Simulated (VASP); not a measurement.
# LiSi16 (a cell with a defect) in VASP: notebook, part 2 of 2

VASP 6.6.1. Earlier steps stand in the parts before.

## 3. Single point, PBE+D3(BJ)

File INCAR:

```
SYSTEM = LiSi16
  ALGO = Normal
  EDIFF = 1E-6
  ENCUT = 520
  GGA = PE
  ISIF = 2
  ISMEAR = 0
  IVDW = 12
  LASPH = .True.
  LCHARG = .False.
  LREAL = Auto
  LWAVE = .False.
  NBANDS = 48
  NELECT = 66.0
  NELM = 80
  PREC = Accurate
  SIGMA = 0.05
```

File KPOINTS:

```
k-points
0
Gamma
  2 2 2
  0 0 0
```

File POSCAR:

```
LiSi16
1.0
    0.0000000000      5.4300000000      5.4300000000
    5.4300000000      0.0000000000      5.4300000000
    5.4300000000      5.4300000000      0.0000000000
Si Li
16 1
Direct
    0.0144776243      0.0006231123     -0.0075179558
    0.1288375691      0.1333519337      0.1223650092
   -0.0043514733      0.0119170350      0.4962488950
    0.1288244015      0.1333619705      0.6155122468
   -0.0023032228      0.5072676796     -0.0019459484
    0.1306506446      0.6230620626      0.1231716390
   -0.0023039595      0.5072796501      0.4970380295
    0.1097912523      0.6392851750      0.6254958564
    0.5063646409      0.0074228361      0.0008373849
    0.6454603131      0.1195406077      0.1175302947
    0.5063542357      0.0074277164      0.4854299263
    0.6218890424      0.1383531308      0.6199028545
    0.5087266114      0.4875260589      0.0019050645
    0.6241292818      0.6257666667      0.1300046041
    0.4824030387      0.5116227440      0.5030183241
    0.6241271639      0.6257695212      0.6201623389
    0.4175445672      0.8602976059      0.8611071823
```

Potentials or basis: VASP PAW PBE potentials, release 64 (Si, Li_sv).

Run with:

```
cat potpaw_PBE.64/Si/POTCAR potpaw_PBE.64/Li_sv/POTCAR > POTCAR
mpirun -np 1 vasp_std > vasp.out
```

OUTCAR:

```text
SYSTEM = LiSi16
   EDIFF = 1E-6
   ENCUT = 520
   GGA = PE
   ISIF = 2
   ISMEAR = 0
   IVDW = 12
   LASPH = .True.
   LREAL = Auto
   NELECT = 66.0
   NELM = 80
   PREC = Accurate
 IVDW          = 12

 ion  position               nearest neighbor table
   1  0.014  0.001  0.992-  10 2.31   4 2.36   2 2.36   6 2.37  17 2.53
   2  0.129  0.133  0.122-   5 2.34   3 2.34   1 2.36   9 2.37
   3  0.996  0.012  0.496-   8 2.34  12 2.34   4 2.34   2 2.34
   4  0.129  0.133  0.616-   3 2.34   7 2.34   1 2.36  11 2.37
   5  0.998  0.507  0.998-   8 2.34  14 2.34   2 2.34   6 2.35
   6  0.131  0.623  0.123-   5 2.35   7 2.35   1 2.37  13 2.37  17 2.85
   7  0.998  0.507  0.497-   8 2.34  16 2.34   4 2.34   6 2.35
   8  0.110  0.639  0.625-  15 2.34   3 2.34   5 2.34   7 2.34
   9  0.506  0.007  0.001-  10 2.31   2 2.37  17 2.37  12 2.39  14 2.39
  10  0.645  0.120  0.118-  13 2.31  11 2.31   9 2.31   1 2.31
  11  0.506  0.007  0.485-  10 2.31   4 2.37  17 2.37  12 2.39  16 2.39
  12  0.622  0.138  0.620-  15 2.34   3 2.34  11 2.39   9 2.39  17 2.63
  13  0.509  0.488  0.002-  10 2.31  17 2.35   6 2.37  14 2.40  16 2.40
  14  0.624  0.626  0.130-  15 2.34   5 2.34   9 2.39  13 2.40  17 2.59
  15  0.482  0.512  0.503-   8 2.34  14 2.34  16 2.34  12 2.34
  16  0.624  0.626  0.620-  15 2.34   7 2.34  11 2.39  13 2.40  17 2.59
  17  0.418  0.860  0.861-  13 2.35   9 2.37  11 2.37   1 2.53  16 2.59  14 2.59  12 2.63   6 2.85

  LATTYP: Found a face centered cubic cell.
 ALAT       =    10.8600000000

  Lattice vectors:

 A1 = (   0.0000000000,   5.4300000000,   5.4300000000)
 A2 = (   5.4300000000,   0.0000000000,   5.4300000000)
 A3 = (   5.4300000000,   5.4300000000,   0.0000000000)

Analysis of symmetry for initial positions (statically):
=====================================================================
 Subroutine PRICEL returns:
 Original cell was already a primitive cell.

 Routine SETGRP: Setting up the symmetry group for a
 face centered cubic supercell.

 Subroutine GETGRP returns: Found  1 space group operations
 (whereof  1 operations were pure point group operations)
 out of a pool of 48 trial point group operations.

[... 154 lines left out ...]
   AEXX    =    0.0000 exact exchange contribution
   IVDW    =    12    specifies the selected vdW correction
   LEPSILON=     F    determine dielectric tensor
   LRPA    =     F    only Hartree local field effects (RPA)
 non-spin polarized calculation
 Gauss-broadening in eV      SIGMA  =   0.05
  energy-cutoff  :      520.00
  volume of cell :      320.21
 maximum number of plane-waves:      8646
 NGX is ok and might be reduce to    60
   NGX = 29   NGY = 29   NGZ = 29

 number of electron      66.0000002 magnetization

 Free energy of the ion-electron system (eV)
  ---------------------------------------------------
  ext. energy  EPLUGINS =         0.00000000
  ---------------------------------------------------
  free energy    TOTEN  =       -93.43296097 eV

  energy without entropy =      -93.43296097  energy(sigma->0) =      -93.43296097

 E-fermi :   6.3544     XC(G=0):  -9.4431

 val. band max:        6.0510308711   @ k =   0.0000   0.0000   0.0000
 cond. band min:       6.6356481238   @ k =   0.0000   0.0000   0.0000
 fundamental gap:      0.5846172526
 Fermi energy:         6.3543626309

 k-point     1 :       0.0000    0.0000    0.0000
  band No.  band energies     occupation
      1     -40.3467      2.00000
      2      -5.9205      2.00000
      3      -3.6696      2.00000
      4      -3.6118      2.00000
      5      -3.6110      2.00000
      6      -3.5960      2.00000
[... 373 lines left out ...]
     44      10.3102      0.00000
     45      10.3445      0.00000
 [bands above 45 left out]

------------------------ aborting loop because EDIFF is reached ----------------------------------------

 Edisp (eV)   -5.45568

 E8    (eV) :    -2.2602

  FORCE on cell =-STRESS in cart. coord.  units (eV):
  Direction    XX          YY          ZZ          XY          YZ          ZX
  --------------------------------------------------------------------------------------
  -------------------------------------------------------------------------------------
  Total      -6.92195    -6.92198    -6.98553     0.19944    -0.24728     0.24656
  in kB     -34.63458   -34.63470   -34.95270     0.99793    -1.23729     1.23370
  external pressure =      -34.74 kB  Pullay stress =        0.00 kB

 VOLUME and BASIS-vectors are now :
 -----------------------------------------------------------------------------
  energy-cutoff  :      520.00
  volume of cell :      320.21
      direct lattice vectors                 reciprocal lattice vectors
     0.000000000  5.430000000  5.430000000    -0.092081031  0.092081031  0.092081031
     5.430000000  0.000000000  5.430000000     0.092081031 -0.092081031  0.092081031
     5.430000000  5.430000000  0.000000000     0.092081031  0.092081031 -0.092081031

 POSITION                                       TOTAL-FORCE (eV/Angst)
 -----------------------------------------------------------------------------------
      5.39256      5.46779      0.08200         0.020623     -0.020297     -0.027487
      1.38854      1.36403      1.42369        -0.012914      0.015439     -0.002269
      2.75934      8.10100      5.47108        -0.042259      0.042288     -0.009131
      4.06639      4.04175      1.42367        -0.015826      0.012764     -0.002001
      8.17390     10.83693      8.17196        -0.025355      0.015142      0.020640
      4.05205      1.37825      4.09266        -0.007193      0.007752      0.011785
[... 9 lines left out ...]
      6.76541      6.75649      6.78694        -0.004035      0.032737      0.029077
      9.34723      6.94308      6.93868         0.286660     -0.286756     -0.190503
 -----------------------------------------------------------------------------------
    total drift:                                0.002871     -0.001166     -0.004011

  FREE ENERGIE OF THE ION-ELECTRON SYSTEM (eV)
  ---------------------------------------------------
  free  energy   TOTEN  =       -98.8886366111 eV

  energy  without entropy=      -98.8886366111  energy(sigma->0) =      -98.88863661
```

stdout:

```text
POSCAR found type information on POSCAR SiLi
 POSCAR found :  2 types and      17 ions
 scaLAPACK will be used
 LDA part: xc-table for (Slater+PW92), standard interpolation
 POSCAR, INCAR and KPOINTS ok, starting setup
 FFT: planning ... GRIDC
 FFT: planning ... GRID_SOFT
 FFT: planning ... GRID
 WAVECAR not read
 entering main loop
 the old and the new charge density differ
 old charge density:    67.00000 new   66.00000
    0.142E+01
```

Run time: 2 min. Hardware: 1 thread of Intel Xeon 6975P-C (Granite Rapids), shared host; peak memory 0.47 GiB.

What came out:

* Free energy: -98.8886 eV
* Largest force: 0.448 eV/Å
* Dispersion energy per atom: -0.321 eV

Forces in eV/Å, atoms in the order of the input:
```
Si   0.021 -0.020 -0.027
Si  -0.013  0.015 -0.002
Si  -0.042  0.042 -0.009
Si  -0.016  0.013 -0.002
Si  -0.025  0.015  0.021
Si  -0.007  0.008  0.012
Si  -0.016  0.025  0.020
Si  -0.052  0.051  0.027
Si  -0.019  0.017  0.013
Si   0.026 -0.026 -0.006
Si  -0.017  0.020  0.013
Si  -0.039  0.039 -0.001
Si  -0.001  0.001  0.034
Si  -0.033  0.004  0.029
Si  -0.050  0.050  0.041
Si  -0.004  0.033  0.029
Li   0.287 -0.287 -0.191
```

Levels at points of the mesh, in eV from the Fermi level:
```tsv
k point	band 30	band 31	band 32	band 33	band 34	band 35	band 36	band 37
(0.00, 0.00, 0.00)	-1.41	-0.34	-0.31	-0.30	0.28	0.33	0.34	0.41
(0.50, 0.00, 0.00)	-1.12	-1.12	-1.03	-1.03	0.93	1.00	1.01	1.34
(0.00, 0.50, 0.00)	-1.14	-1.13	-1.05	-1.03	0.83	1.09	1.15	1.22
(0.00, 0.00, 0.50)	-1.15	-1.13	-1.05	-1.03	0.87	1.07	1.12	1.22
(0.50, 0.50, 0.50)	-1.15	-1.13	-1.05	-1.03	0.87	1.07	1.12	1.22
(0.50, 0.50, 0.00)	-1.69	-1.68	-1.62	-1.58	0.75	0.83	1.87	1.98
(0.00, 0.50, 0.50)	-1.68	-1.68	-1.62	-1.58	0.75	0.82	1.87	1.98
(0.50, 0.00, 0.50)	-1.68	-1.68	-1.62	-1.58	0.75	0.82	1.87	1.98
```

Caveat: the k points lie up to 0.50 Å⁻¹ apart; the cell carries a net charge on a neutralising background, which shifts energy and pressure; the cell is charged against a uniform background, so pressure and absolute levels hang on convention; the cutoff is under 1.25 times the usual one of these potentials, so pressure, stress and relaxed cells hold a basis-set (Pulay) error.

## 4. Single point, PBE+D3(BJ)

File INCAR:

```
PREC = Accurate
ENCUT = 520
EDIFF = 1E-6
ISMEAR = 0
SIGMA = 0.05
LREAL = Auto
LASPH = T
NELM = 100
ALGO = Normal
ISIF = 2
LWAVE = F
LCHARG = F
GGA = PE
IVDW = 12
NBANDS = 48
NELECT = 66.0
```

File KPOINTS:

```
regular mesh
0
Gamma
  2 2 2
```

File POSCAR:

```
LiSi16
1.0
    0.0000000000      5.4300000000      5.4300000000
    5.4300000000      0.0000000000      5.4300000000
    5.4300000000      5.4300000000      0.0000000000
Si Li
16 1
Direct
   -0.0131697974      0.0068594843      0.0032222836
    0.1242252302      0.1220011050      0.1348795580
    0.0116929098     -0.0245846225      0.5065120626
    0.1242116022      0.1220169429      0.6190313076
    0.0033146409      0.4953689687      0.0034140884
    0.1209846225      0.6303700737      0.1243864641
    0.0033046961      0.4953755985      0.4980325046
    0.1357882136      0.6029241252      0.6307068140
    0.5084766114      0.0066296501      0.0031589319
    0.6193126151      0.1520754144      0.1143687845
    0.5084802947      0.0066408840      0.4818567219
    0.6399892265      0.1218466851      0.6191604972
    0.4961016575      0.5225189687     -0.0092429098
    0.6296554328      0.6302143646      0.1244767956
    0.5085258748      0.4953070902      0.4981520258
    0.6296527624      0.6302179558      0.6157886740
    0.3475439227      0.9671947514      0.8426912523
```

Run with:

```
cat potpaw_PBE.64/Si/POTCAR potpaw_PBE.64/Li_sv/POTCAR > POTCAR
mpirun -np 1 vasp_std > vasp.out
```

It took 1.9 min on 1 thread of Intel Xeon 6975P-C (Granite Rapids), shared host; peak memory 0.47 GiB.

It converged, with:

| Quantity | Value |
| --- | --- |
| Free energy | -98.6804 eV |
| Largest force | 0.754 eV/Å |
| Dispersion energy per atom | -0.321 eV |

Forces in eV/Å, atoms in the order of the input:
```
Si   0.032 -0.032  0.022
Si   0.008 -0.043  0.041
Si   0.045 -0.044  0.043
Si   0.041 -0.008  0.041
Si   0.015 -0.032  0.031
Si   0.024 -0.024  0.026
Si   0.033 -0.015  0.031
Si   0.038 -0.037  0.041
Si   0.040 -0.022  0.027
Si   0.010 -0.009  0.014
Si   0.023 -0.039  0.026
Si   0.043 -0.045  0.021
Si   0.013 -0.013  0.004
Si   0.026 -0.017  0.024
Si   0.029 -0.029  0.015
Si   0.017 -0.027  0.024
Li  -0.437  0.437 -0.432
```

Levels at points of the mesh, in eV from the Fermi level:
```tsv
k point	band 30	band 31	band 32	band 33	band 34	band 35	band 36	band 37
(0.00, 0.00, 0.00)	-1.30	-0.28	-0.22	-0.22	0.23	0.41	0.41	0.50
(0.50, 0.00, 0.00)	-1.07	-1.05	-0.99	-0.96	0.92	1.07	1.24	1.27
(0.00, 0.50, 0.00)	-1.04	-1.03	-0.95	-0.95	1.04	1.05	1.05	1.47
(0.00, 0.00, 0.50)	-1.07	-1.05	-0.99	-0.95	0.92	1.07	1.24	1.27
(0.50, 0.50, 0.50)	-1.07	-1.05	-0.99	-0.95	0.92	1.07	1.24	1.27
(0.50, 0.50, 0.00)	-1.62	-1.61	-1.54	-1.49	0.79	0.90	1.95	2.05
(0.00, 0.50, 0.50)	-1.62	-1.61	-1.54	-1.49	0.79	0.90	1.95	2.05
(0.50, 0.00, 0.50)	-1.62	-1.61	-1.54	-1.49	0.79	0.90	1.95	2.05
```

Caveat: the k points lie up to 0.50 Å⁻¹ apart; the cell carries a net charge on a neutralising background, which shifts energy and pressure; the cell is charged against a uniform background, so pressure and absolute levels hang on convention; the cutoff is under 1.25 times the usual one of these potentials, so pressure, stress and relaxed cells hold a basis-set (Pulay) error.
